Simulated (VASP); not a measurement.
A run of VASP 6.6.1:

Contents of INCAR:

```
PREC = Accurate
ENCUT = 600
EDIFF = 1E-6
ISMEAR = 0
SIGMA = 0.1
LREAL = False
LASPH = True
NELM = 60
ALGO = Normal
ISIF = 3
LWAVE = False
LCHARG = False
GGA = PE
IBRION = 2
NSW = 100
EDIFFG = -0.01
```

Contents of KPOINTS:

```
Automatic mesh
0
Gamma
  10 10 10
```

File POSCAR:

```
AlN
1.0
   -2.8843183850      2.8843183850      2.4842419478
    2.8843183850     -2.8843183850      2.4842419478
    2.8843183850      2.8843183850     -2.4842419478
Al N
4 4
Direct
    0.4938329137      0.4938329137      0.4062623730
    0.0875705407      0.0875705407      0.5937376270
    0.5061670863      0.9124294593      0.0000000000
    0.9124294593      0.5061670863      0.0000000000
    0.0000000000      0.3063521491      0.3063521491
    0.0000000000      0.6936478509      0.6936478509
    0.3063521491      0.0000000000      0.3063521491
    0.6936478509      0.0000000000      0.6936478509
```

Potentials or basis: VASP PAW PBE potentials, release 64 (Al, N).

Run with:

```bash
$ cat potpaw_PBE.64/Al/POTCAR potpaw_PBE.64/N/POTCAR > POTCAR
$ mpirun -np 1 vasp_std > vasp.out
```

Hardware: 1 thread of Intel(R) Xeon(R) Platinum 8259CL CPU @ 2.50GHz (Skylake/Cascade Lake) (shared host).

Problem. How long does it take, and how much memory?

Solution. It took 8 min on 1 thread of Intel(R) Xeon(R) Platinum 8259CL CPU @ 2.50GHz (Skylake/Cascade Lake), with other jobs on the host, peak memory 0.35 GiB. Counts: scf iterations 27, k points 102, ion steps 4.
